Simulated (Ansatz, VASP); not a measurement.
Two plane-wave programs on WCl4F2

```
CELL_PARAMETERS angstrom
6.47596 -0.10667 -0.01402
3.14560 5.38923 0.01082
3.19449 1.77949 5.80064
ATOMIC_POSITIONS crystal
W 0.00000 0.00000 0.00000
Cl 0.35956 0.77500 0.77493
Cl 0.78633 0.07442 0.77202
Cl 0.21367 0.92558 0.22798
Cl 0.64044 0.22500 0.22507
F 0.06598 0.30373 0.81153
F 0.93402 0.69627 0.18847
```

Alike in both runs: functional PBE; k mesh 3 × 3 × 3; occupations gaussian, width 0.15 eV; no spin polarisation.

Ansatz relaxed the structure, and its values are those at the end. VASP's run is a single point on that final structure, the one shown.

|  | VASP | Ansatz |
| --- | --- | --- |
| version | VASP 6.6.1 | Ansatz 0.2.0 |
| potentials or method | VASP PAW PBE potentials, release 64 (W_sv, Cl, F), cutoff 520 eV | scalar-relativistic, plane waves, PAW |
| valence electrons in the cell | 56 | 56 |

Ansatz gave:

* gap on the k mesh at the Fermi level (eV): 1.81
* least direct gap on the mesh (eV): 1.99
* pressure (GPa): 0.5
* rms of the force components (eV/Å): 0.040

Problem. Which values does VASP return?

Solution. gap on the k mesh at the Fermi level (eV): 1.82; least direct gap on the mesh (eV): 1.99; pressure (GPa): 0.7; rms of the force components (eV/Å): 0.146.

Neither program's run includes spin-orbit coupling.
